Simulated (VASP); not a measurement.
# Li4C (P-4m2) in VASP: single point with PBE

Aim: the single point of Li4C with PBE.

Program: VASP 6.6.1. These are calculated values, not measurements. Logs are shortened: lines on timing, memory, paths and dates and some standing lists are left out, and cuts for length are marked.

## (1) The cell of the first run

It takes space group P-4m2 (No. 115, tetragonal). Conventional cell: a = 3.815 Å, b = 3.815 Å, c = 7.436 Å, α = 90.00°, β = 90.00°, γ = 90.00°. Li (site symmetry 2mm) has 1 C at 1.14 Å within 1.5 Å. Within 2.3 Å of Li (site symmetry 2mm) lie 1 C at 1.72 Å and 2 Li at 2.24 Å. Li (site symmetry 2mm) has 2 C at 1.99 Å and 4 Li at 2.24 to 2.55 Å within 2.6 Å. Li (site symmetry 2mm) has 2 C at 1.93 Å and 4 Li at 2.38 to 2.39 Å within 2.6 Å. C (site symmetry 2mm) has 1 Li at 1.14 Å within 1.5 Å.

## (2) Single point, PBE

File INCAR:

```
ALGO     = Normal         # electronic algorithm
EDIFF    = 1E-6           # SCF threshold, eV
ENCUT    = 520            # plane-wave cutoff, eV
GGA      = PE             # functional
ISIF     = 2              # what is computed and relaxed
ISMEAR   = 0              # smearing method
LASPH    = T              # aspherical terms in the spheres
LCHARG   = T              # write CHGCAR
LELF     = T              # ELF
LREAL    = F              # projectors in reciprocal space
LVHAR    = T            
LWAVE    = F              # write WAVECAR
NBANDS   = 27             # bands
NELM     = 80             # most SCF steps
PREC     = Accurate       # precision mode
SIGMA    = 0.1            # smearing width, eV
```

File KPOINTS:

```
k-points
0
Gamma
  4 4 4
```

File POSCAR:

```
Li4C
1.0
    3.8153056700      0.0000000000      0.0000000000
    0.0000000000      3.8153056700      0.0000000000
    0.0000000000      0.0000000000      7.4357163700
Li C
8 2
Direct
    0.5000000000      0.0000000000      0.9444504100
    0.0000000000      0.5000000000      0.4401134200
    0.5000000000      0.0000000000      0.5598865800
    0.0000000000      0.5000000000      0.0555495900
    0.5000000000      0.5000000000      0.7175807700
    0.0000000000      0.0000000000      0.2474814700
    0.0000000000      0.0000000000      0.7525185300
    0.5000000000      0.5000000000      0.2824192300
    0.5000000000      0.0000000000      0.7915907000
    0.0000000000      0.5000000000      0.2084093000
```

Potentials or basis: VASP PAW PBE potentials, release 64 (Li_sv, C).

Run with:

```sh
cat potpaw_PBE.64/Li_sv/POTCAR potpaw_PBE.64/C/POTCAR > POTCAR
mpirun -np 1 vasp_std > vasp.out
```

OUTCAR:

```text
EDIFF = 1E-6
   ENCUT = 520
   GGA = PE
   ISIF = 2
   ISMEAR = 0
   LASPH = T
   LREAL = F
   NELM = 80
   PREC = Accurate

 ion  position               nearest neighbor table
   1  0.500  0.000  0.944-   9 1.14   7 2.38   7 2.38   5 2.55   5 2.55
   2  0.000  0.500  0.440-  10 1.72   8 2.24   8 2.24   6 2.39   6 2.39
   3  0.500  0.000  0.560-   9 1.72   5 2.24   5 2.24   7 2.39   7 2.39
   4  0.000  0.500  0.056-  10 1.14   6 2.38   6 2.38   8 2.55   8 2.55
   5  0.500  0.500  0.718-   9 1.99   9 1.99   3 2.24   3 2.24   1 2.55   1 2.55
   6  0.000  0.000  0.247-  10 1.93  10 1.93   4 2.38   4 2.38   2 2.39   2 2.39
   7  0.000  0.000  0.753-   9 1.93   9 1.93   1 2.38   1 2.38   3 2.39   3 2.39
   8  0.500  0.500  0.282-  10 1.99  10 1.99   2 2.24   2 2.24   4 2.55   4 2.55
   9  0.500  0.000  0.792-   1 1.14   3 1.72   7 1.93   7 1.93   5 1.99   5 1.99
  10  0.000  0.500  0.208-   4 1.14   2 1.72   6 1.93   6 1.93   8 1.99   8 1.99

 -----------------------------------------------------------------------------
|                                                                             |
|           W    W    AA    RRRRR   N    N  II  N    N   GGGG   !!!           |
|           W    W   A  A   R    R  NN   N  II  NN   N  G    G  !!!           |
|           W    W  A    A  R    R  N N  N  II  N N  N  G       !!!           |
|           W WW W  AAAAAA  RRRRR   N  N N  II  N  N N  G  GGG   !            |
|           WW  WW  A    A  R   R   N   NN  II  N   NN  G    G                |
|           W    W  A    A  R    R  N    N  II  N    N   GGGG   !!!           |
|                                                                             |
|     The distance between some ions is very small. Please check the          |
|     nearest-neighbor list in the OUTCAR file.                               |
|     I HOPE YOU KNOW WHAT YOU ARE DOING!                                     |
|                                                                             |
 -----------------------------------------------------------------------------

  LATTYP: Found a simple tetragonal cell.
 ALAT       =     3.8153056700
 C/A-ratio  =     1.9489176001

  Lattice vectors:

 A1 = (   3.8153056700,   0.0000000000,   0.0000000000)
 A2 = (   0.0000000000,   3.8153056700,   0.0000000000)
 A3 = (   0.0000000000,   0.0000000000,   7.4357163700)

Analysis of symmetry for initial positions (statically):
=====================================================================
 Subroutine PRICEL returns:
 Original cell was already a primitive cell.

 Routine SETGRP: Setting up the symmetry group for a
 simple tetragonal supercell.

 Subroutine GETGRP returns: Found  8 space group operations
 (whereof  8 operations were pure point group operations)
 out of a pool of 16 trial point group operations.

The static configuration has the point symmetry D_2d.

Analysis of symmetry for dynamics (positions and initial velocities):
=====================================================================
 Subroutine PRICEL returns:
 Original cell was already a primitive cell.

 Routine SETGRP: Setting up the symmetry group for a
 simple tetragonal supercell.

 Subroutine GETGRP returns: Found  8 space group operations
 (whereof  8 operations were pure point group operations)
 out of a pool of 16 trial point group operations.

The dynamic configuration has the point symmetry D_2d.

 Subroutine INISYM returns: Found  8 space group operations
 (whereof  8 operations are pure point group operations),
 and found     1 'primitive' translations

----------------------------------------------------------------------------------------

                                     Primitive cell

  volume of cell :     108.2384

  direct lattice vectors                    reciprocal lattice vectors
     3.815305670  0.000000000  0.000000000     0.262102197  0.000000000  0.000000000
     0.000000000  3.815305670  0.000000000     0.000000000  0.262102197  0.000000000
     0.000000000  0.000000000  7.435716370     0.000000000  0.000000000  0.134486033

  length of vectors
     3.815305670  3.815305670  7.435716370     0.262102197  0.262102197  0.134486033

  position of ions in fractional coordinates (direct lattice)
     0.500000000  0.000000000  0.944450410
     0.000000000  0.500000000  0.440113420
     0.500000000  0.000000000  0.559886580
     0.000000000  0.500000000  0.055549590
     0.500000000  0.500000000  0.717580770
     0.000000000  0.000000000  0.247481470
     0.000000000  0.000000000  0.752518530
     0.500000000  0.500000000  0.282419230
     0.500000000  0.000000000  0.791590700
     0.000000000  0.500000000  0.208409300

  ion indices of the primitive-cell ions
   primitive index   ion index
                 1           1
                 2           2
                 3           3
                 4           4
                 5           5
                 6           6
                 7           7
                 8           8
                 9           9
                10          10

----------------------------------------------------------------------------------------

 KPOINTS: k-points

Automatic generation of k-mesh.
 Grid dimensions read from file:
 generate k-points for:    4    4    4

 Generating k-lattice:

  Cartesian coordinates                     Fractional coordinates (reciprocal lattice)
     0.065525549  0.000000000  0.000000000     0.250000000  0.000000000  0.000000000
     0.000000000  0.065525549  0.000000000     0.000000000  0.250000000  0.000000000
     0.000000000  0.000000000  0.033621508     0.000000000  0.000000000  0.250000000

  Length of vectors
     0.065525549  0.065525549  0.033621508

  Shift w.r.t. Gamma in fractional coordinates (k-lattice)
     0.000000000  0.000000000  0.000000000

 Subroutine IBZKPT returns following result:
 ===========================================

 Found     18 irreducible k-points:

 Following reciprocal coordinates:
            Coordinates               Weight
  0.000000  0.000000  0.000000      1.000000
  0.250000  0.000000  0.000000      4.000000
  0.500000  0.000000  0.000000      2.000000
  0.250000  0.250000  0.000000      4.000000
  0.500000  0.250000  0.000000      4.000000
  0.500000  0.500000  0.000000      1.000000
[... 10 lines left out ...]
  0.500000  0.250000  0.500000      4.000000
  0.500000  0.500000  0.500000      1.000000
   k-points           NKPTS =     18   k-points in BZ     NKDIM =     18   number of bands    NBANDS=     27
   number of dos      NEDOS =    301   number of ions     NIONS =     10
   total plane-waves  NPLWV =  43904
   dimension x,y,z NGX =    28 NGY =   28 NGZ =   56
   dimension x,y,z NGXF=    56 NGYF=   56 NGZF=  112
   ions per type =               8   2
   NGX,Y,Z   is equivalent  to a cutoff of  12.20, 12.20, 12.52 a.u.
   NGXF,Y,Z  is equivalent  to a cutoff of  24.40, 24.40, 25.04 a.u.
 SYSTEM =  unknown system
   PREC   = accura    normal or accurate (medium, high low for compatibility)
   ISTART =      0    job   : 0-new  1-cont  2-samecut
   ICHARG =      2    charge: 1-file 2-atom 10-const
   ISPIN  =      1    spin polarized calculation?
   LNONCOLLINEAR =      F non collinear calculations
   LSORBIT =      F    spin-orbit coupling
   LASPH  =      T    aspherical Exc in radial PAW
   ENCUT  =  520.0 eV  38.22 Ry    6.18 a.u.   7.09  7.09 13.83*2*pi/ulx,y,z
   NELM   =     80;   NELMIN=  2; NELMDL= -5     # of ELM steps
   EDIFF  = 0.1E-05   stopping-criterion for ELM
   LREAL  =      F    real-space projection
   EDIFFG = 0.1E-04   stopping-criterion for IOM
   NSW    =      0    number of steps for IOM
   IBRION =     -1    ionic relax: 0-MD 1-quasi-New 2-CG
   NFREE  =      0    steps in history (QN), initial steepest desc. (CG)
   ISIF   =      2    stress and relaxation
   ISYM   =      2    0-nonsym 1-usesym 2-fastsym
   POTIM  = 0.5000    time-step for ionic-motion
   TEBEG  =    0.0;   TEEND  =   0.0 temperature during run
   PSTRESS=    0.0 pullay stress
   NELECT =      32.0000    total number of electrons
   NUPDOWN=      -1.0000    fix difference up-down
   EMIN   =  10.00;   EMAX   =-10.00  energy-range for DOS
   EFERMI =   0.00;   METHOD = LEGACY
   ISMEAR =     0;   SIGMA  =   0.10  broadening in eV -4-tet -1-fermi 0-gaus
   EFERMI_NEDOS =   21; number of points for ismear=-14 and -15
   IALGO  =     38    algorithm
   IMIX   =      4    mixing-type and parameters
     AMIX     =   0.40;   BMIX     =  1.00
     AMIX_MAG =   1.60;   BMIX_MAG =  1.00
  volume/ion in A,a.u.               =      10.82        73.04
  Fermi-wavevector in a.u.,A,eV,Ry     =   1.090597  2.060930 16.182796  1.189402
  Thomas-Fermi vector in A             =   2.226825
   LORBIT       =      0    0 simple, 1 ext, 2 COOP (PROOUT), +10 PAW based schemes
   GGA     = PE    functional components
   LHFCALC =     F    Hartree Fock is set to
   AEXX    =    0.0000 exact exchange contribution
   IVDW    =     0    specifies the selected vdW correction
   LEPSILON=     F    determine dielectric tensor
   LRPA    =     F    only Hartree local field effects (RPA)
 non-spin polarized calculation
 Gauss-broadening in eV      SIGMA  =   0.10
  energy-cutoff  :      520.00
  volume of cell :      108.24
 maximum number of plane-waves:      2932
   NGX = 15   NGY = 15   NGZ = 27

 number of electron      32.0000056 magnetization

 Free energy of the ion-electron system (eV)
  ---------------------------------------------------
  ext. energy  EPLUGINS =         0.00000000
  ---------------------------------------------------
  free energy    TOTEN  =       -15.17918654 eV

  energy without entropy =      -15.16603925  energy(sigma->0) =      -15.17261290

 E-fermi :   2.5452     XC(G=0):  -8.6566

 val. band max:        2.5366822476   @ k =   0.5000   0.5000   0.2500
 cond. band min:       2.5496651292   @ k =   0.5000   0.5000   0.0000
 fundamental gap:      0.0129828816
 Fermi energy:         2.5451585961

 k-point     1 :       0.0000    0.0000    0.0000
  band No.  band energies     occupation
      1     -44.8625      2.00000
      2     -44.8341      2.00000
      3     -43.0990      2.00000
      4     -43.0647      2.00000
      5     -42.3897      2.00000
      6     -42.3878      2.00000
[... 19 lines left out ...]
     26      10.4615      0.00000
     27      10.6663      0.00000

 k-point     2 :       0.2500    0.0000    0.0000
  band No.  band energies     occupation
      1     -44.8579      2.00000
      2     -44.8379      2.00000
      3     -43.0913      2.00000
      4     -43.0668      2.00000
      5     -42.3919      2.00000
      6     -42.3875      2.00000
[... 19 lines left out ...]
     26       9.9496      0.00000
     27      11.4149      0.00000

 k-point     3 :       0.5000    0.0000    0.0000
  band No.  band energies     occupation
      1     -44.8475      2.00000
      2     -44.8469      2.00000
      3     -43.0790      2.00000
      4     -43.0733      2.00000
      5     -42.3949      2.00000
      6     -42.3863      2.00000
[... 414 lines left out ...]
      1     -44.8470      2.00000
      2     -44.8467      2.00000
      3     -43.0748      2.00000
      4     -43.0719      2.00000
      5     -42.3948      2.00000
      6     -42.3904      2.00000
[... 19 lines left out ...]
     26      10.8890      0.00000
     27      11.0011      0.00000

 k-point    18 :       0.5000    0.5000    0.5000
  band No.  band energies     occupation
      1     -44.8462      2.00000
      2     -44.8462      2.00000
      3     -43.0706      2.00000
      4     -43.0706      2.00000
      5     -42.3956      2.00000
      6     -42.3936      2.00000
[... 19 lines left out ...]
     26      11.4243      0.00000
     27      11.5545      0.00000

------------------------ aborting loop because EDIFF is reached ----------------------------------------

  FORCE on cell =-STRESS in cart. coord.  units (eV):
  Direction    XX          YY          ZZ          XY          YZ          ZX
  --------------------------------------------------------------------------------------
  -------------------------------------------------------------------------------------
  Total        6.7518200      6.7518200     64.1754373      0.0000000      0.0000000      0.0000000
  in kB       99.9424391     99.9424391    949.9438327      0.0000000      0.0000000      0.0000000
  external PRESSURE =     383.2762370 kB  Pullay stress =       0.0000000 kB

 VOLUME and BASIS-vectors are now :
 -----------------------------------------------------------------------------
  energy-cutoff  :      520.00
  volume of cell :      108.24
      direct lattice vectors                 reciprocal lattice vectors
     3.815305670  0.000000000  0.000000000     0.262102197  0.000000000  0.000000000
     0.000000000  3.815305670  0.000000000     0.000000000  0.262102197  0.000000000
     0.000000000  0.000000000  7.435716370     0.000000000  0.000000000  0.134486033

 POSITION                                       TOTAL-FORCE (eV/Angst)
 -----------------------------------------------------------------------------------
      1.90765      0.00000      7.02267        -0.000000      0.000000     23.003521
      0.00000      1.90765      3.27256        -0.000000      0.000000      3.449903
      1.90765      0.00000      4.16316        -0.000000      0.000000     -3.449903
      0.00000      1.90765      0.41305         0.000000      0.000000    -23.003521
      1.90765      1.90765      5.33573        -0.000000      0.000000      1.092849
      0.00000      0.00000      1.84020        -0.000000      0.000000     -0.152479
      0.00000      0.00000      5.59551        -0.000000      0.000000      0.152479
      1.90765      1.90765      2.09999         0.000000     -0.000000     -1.092849
      1.90765      0.00000      5.88604        -0.000000      0.000000    -19.925883
      0.00000      1.90765      1.54967        -0.000000      0.000000     19.925883
 -----------------------------------------------------------------------------------
    total drift:                                0.000000      0.000000     -0.000000

  FREE ENERGIE OF THE ION-ELECTRON SYSTEM (eV)
  ---------------------------------------------------
  free  energy   TOTEN  =       -15.1791865380 eV

  energy  without entropy=      -15.1660392537  energy(sigma->0) =      -15.17261290
```

Wall time 64 s (1 thread of AMD EPYC 7R13 (Zen 3), shared host); peak memory 0.17 GiB.

Results:

```
Free energy            : -15.1792 eV
Largest force          : 23.004 eV/Å
Band gap on the k mesh : zero (band 16 reaches 2.56 eV, above the bottom of band 17 at 1.94 eV)
```

Forces in eV/Å, atoms in the order of the input:
```
Li    0.000   0.000  23.004
Li    0.000   0.000   3.450
Li    0.000   0.000  -3.450
Li    0.000   0.000 -23.004
Li    0.000   0.000   1.093
Li    0.000   0.000  -0.152
Li    0.000   0.000   0.152
Li    0.000   0.000  -1.093
C     0.000   0.000 -19.926
C     0.000   0.000  19.926
```

Caveat: the k points lie up to 0.41 Å⁻¹ apart; the cutoff is under 1.25 times the usual one of these potentials, so pressure, stress and relaxed cells hold a basis-set (Pulay) error; forces of over 1 eV/Å act on the atoms, so gaps and moduli don't describe the material at rest.
